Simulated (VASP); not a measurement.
A run of VASP 6.6.1:

Contents of POSCAR:

```
SnSe
1.0
    0.0000000000      2.9806011577      2.9806011577
    2.9806011577      0.0000000000      2.9806011577
    2.9806011577      2.9806011577      0.0000000000
Sn Se
1 1
Direct
    0.0000000000      0.0000000000      0.0000000000
    0.5000000000      0.5000000000      0.5000000000
```

The input INCAR.step1:

```
SYSTEM = SnSe
  ALGO = Normal
  EDIFF = 1E-4
  ENCUT = 600
  GGA = PE
  ISMEAR = -1
  LASPH = .TRUE.
  LCHARG = .FALSE.
  LREAL = .FALSE.
  LWAVE = .TRUE.
  NELM = 100
  PREC = Accurate
  SIGMA = 0.02
```

File INCAR.step2:

```
SYSTEM = SnSe
  ALGO = Normal
  BPARAM = 11.95
  CPARAM = 0.0093
  EDIFF = 1E-6
  EDIFFG = -0.005
  ENCUT = 600
  IBRION = 2
  ISIF = 3
  ISMEAR = -1
  ISTART = 1
  IVDW_NL = 2
  LASPH = .TRUE.
  LCHARG = .FALSE.
  LMIXTAU = .TRUE.
  LREAL = .FALSE.
  LUSE_VDW = .TRUE.
  LWAVE = .FALSE.
  METAGGA = R2SCAN
  NELM = 100
  NSW = 80
  PREC = Accurate
  SIGMA = 0.02
```

File KPOINTS:

```
k-points
0
G
  6 6 6
  0 0 0
```

Potentials or basis: VASP PAW PBE potentials, release 64 (Sn_d, Se).

Command:

```bash
$ cat potpaw_PBE.64/Sn_d/POTCAR potpaw_PBE.64/Se/POTCAR > POTCAR
$ cp INCAR.step1 INCAR
$ mpirun -np 1 vasp_std > vasp.out
$ cp INCAR.step2 INCAR
$ mpirun -np 1 vasp_std > vasp.out
```

Hardware: 1 thread of Intel(R) Xeon(R) Platinum 8259CL CPU @ 2.50GHz (Skylake/Cascade Lake), with other jobs on the host.

Problem. Estimate the wall time of this run.

Solution. Run time: 9.6 min on 1 thread of Intel(R) Xeon(R) Platinum 8259CL CPU @ 2.50GHz (Skylake/Cascade Lake) (shared host), peak memory 0.4 GiB. Counts: k points 16, ion steps 3.
